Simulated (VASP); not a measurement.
**C: single point with LDA**

C, a slab with vacuum:

```
C
1.0
     2.44478    0.00000    0.00000
    -1.22239    2.11724    0.00000
     0.00000    0.00000    8.52577
C
2
Direct
  0.33333 0.66667 0.00000
  0.66667 0.33333 0.00000
```

```json
{
  "Program": "VASP 6.6.1",
  "Task": "single point",
  "Functional": "LDA",
  "Potentials or basis": "VASP PAW LDA potentials, release 64 (C)",
  "Cutoff": "520 eV",
  "k mesh": "18 × 18 × 4",
  "Occupations": "gaussian, width 0.15 eV",
  "Spin": "no spin polarisation"
}
```

```json
{
 "Band gap on the k mesh": "zero (filled and empty bands touch)"
}
```

Levels at points of the mesh, in eV from the Fermi level:
```csv
k point,band 1,band 2,band 3,band 4,band 5,band 6,band 7,band 8,band 9
"(0.00, 0.00, 0.00)",-19.51,-7.82,-3.03,-3.03,3.09,5.43,7.05,8.43,8.43
"(0.50, 0.00, 0.00)",-14.12,-13.31,-6.48,-2.40,1.64,7.70,11.09,11.18,12.69
"(0.00, 0.00, 0.50)",-19.51,-7.82,-3.03,-3.03,3.70,4.02,8.43,8.43,9.01
"(0.50, 0.00, 0.50)",-14.12,-13.31,-6.48,-2.40,1.64,7.70,11.51,11.62,11.95
```

Wall time 20 s on 1 thread of Intel(R) Xeon(R) 6975P-C (Granite Rapids) (shared host), peak memory 0.16 GiB.
